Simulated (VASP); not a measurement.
Write the native input for VASP 6.6.1 that does the following.

```
Task                   : single point
Functional             : r2SCAN
Potentials or basis    : VASP PAW PBE potentials, release 64 (Sn_d, Te)
Cutoff                 : 520 eV
k mesh                 : 6 × 6 × 6
Occupations            : gaussian, width 0.01 eV
Spin                   : no spin polarisation
Dipole correction      : no
Further INCAR settings : ALGO = Normal; EDIFF = 1e-07; NBANDS = 17
```

SnTe:

```
Sn Te
1.0
     0.00000    3.61115    3.61115
     3.61115    0.00000    3.61115
     3.61115    3.61115    0.00000
Sn Te
1 1
Direct
  0.00000 0.00000 0.00000
  0.75000 0.75000 0.75000
```

These files were run (other wordings do the same):

POSCAR

```
SnTe
1.0
    0.0000000000      3.6111460000      3.6111460000
    3.6111460000      0.0000000000      3.6111460000
    3.6111460000      3.6111460000      0.0000000000
Sn Te
1 1
Direct
    0.0000000000      0.0000000000      0.0000000000
    0.7500000000      0.7500000000      0.7500000000
```

INCAR.step1

```
SYSTEM = SnTe
PREC     = Accurate       ! precision mode
ENCUT    = 520            ! plane-wave cutoff, eV
ISMEAR   = 0              ! smearing method
SIGMA    = 0.01           ! smearing width, eV
LREAL    = .FALSE.        ! projectors in reciprocal space
LASPH    = .TRUE.         ! aspherical terms in the spheres
NELM     = 80             ! most SCF steps
NBANDS   = 17             ! bands
GGA      = PE             ! functional
ALGO     = Normal         ! electronic algorithm
EDIFF    = 1E-4           ! SCF threshold, eV
LWAVE    = .TRUE.         ! write WAVECAR
LCHARG   = .FALSE.        ! write CHGCAR
```

INCAR.step2

```
SYSTEM = SnTe
PREC     = Accurate       ! precision mode
ENCUT    = 520            ! plane-wave cutoff, eV
EDIFF    = 1E-7           ! SCF threshold, eV
ISMEAR   = 0              ! smearing method
SIGMA    = 0.01           ! smearing width, eV
LREAL    = .FALSE.        ! projectors in reciprocal space
LASPH    = .TRUE.         ! aspherical terms in the spheres
NELM     = 80             ! most SCF steps
ALGO     = Normal         ! electronic algorithm
ISIF     = 2              ! what is computed and relaxed
LWAVE    = .FALSE.        ! write WAVECAR
LCHARG   = .FALSE.        ! write CHGCAR
METAGGA  = R2SCAN         ! meta-GGA
LMIXTAU  = .TRUE.       
NBANDS   = 17             ! bands
ISTART   = 1
```

KPOINTS

```
Automatic mesh
0
G
  6 6 6
  0 0 0
```

Potentials or basis: VASP PAW PBE potentials, release 64 (Sn_d, Te).

Launch:

```bash
$ cat potpaw_PBE.64/Sn_d/POTCAR potpaw_PBE.64/Te/POTCAR > POTCAR
$ cp INCAR.step1 INCAR
$ mpirun -np 1 vasp_std > vasp.out
$ cp INCAR.step2 INCAR
$ mpirun -np 1 vasp_std > vasp.out
```

It gave:

The pressure is -0.6 GPa and the band gap on the k mesh is 0.35 eV, indirect (least direct gap 0.89 eV).

Caveat: the PAW data sets were made with another functional, which shifts forces and pressure a little; spin-orbit coupling is left out, which moves the levels of the heavy elements.

It took 91 s on 1 thread of Intel(R) Xeon(R) Platinum 8375C CPU @ 2.90GHz (Ice Lake), on a shared host, peak memory 0.27 GiB.
